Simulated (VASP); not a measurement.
## Sb3Os: single point with PBE

The system is Sb3Os.

```
CELL_PARAMETERS angstrom
4.47671 0.00000 0.00000
0.00000 4.47671 0.00000
0.00000 0.00000 4.47671
ATOMIC_POSITIONS crystal
Sb 0.00000 0.50000 0.50000
Sb 0.50000 0.00000 0.50000
Sb 0.50000 0.50000 0.00000
Os 0.00000 0.00000 0.00000
```

```
Program             : VASP 6.6.1
Task                : single point
Functional          : PBE
Potentials or basis : VASP PAW PBE potentials, release 64 (Sb, Os)
Cutoff              : 520 eV
k mesh              : 4 × 4 × 4
Occupations         : gaussian, width 0.1 eV
Spin                : no spin polarisation
```

```yaml
Pressure: -0.1 GPa
```

Levels at points of the mesh, in eV from the Fermi level:
| k point | band 10 | band 11 | band 12 | band 13 | band 14 | band 15 |
| --- | --- | --- | --- | --- | --- | --- |
| (0.00, 0.00, 0.00) | -0.86 | -0.49 | -0.49 | 1.09 | 1.09 | 1.09 |
| (0.50, 0.00, 0.00) | -1.06 | -0.61 | -0.32 | 0.23 | 0.23 | 2.96 |
| (0.50, 0.50, 0.00) | -0.75 | -0.57 | -0.57 | 0.00 | 2.47 | 2.47 |
| (0.50, 0.50, 0.50) | -0.50 | 0.01 | 0.01 | 0.01 | 4.88 | 4.88 |

Run time: 38 s on 1 thread of Intel Xeon 8259CL, with other jobs on the host, peak memory 0.21 GiB.

Caveat: spin-orbit coupling is left out, which moves the levels of the heavy elements.
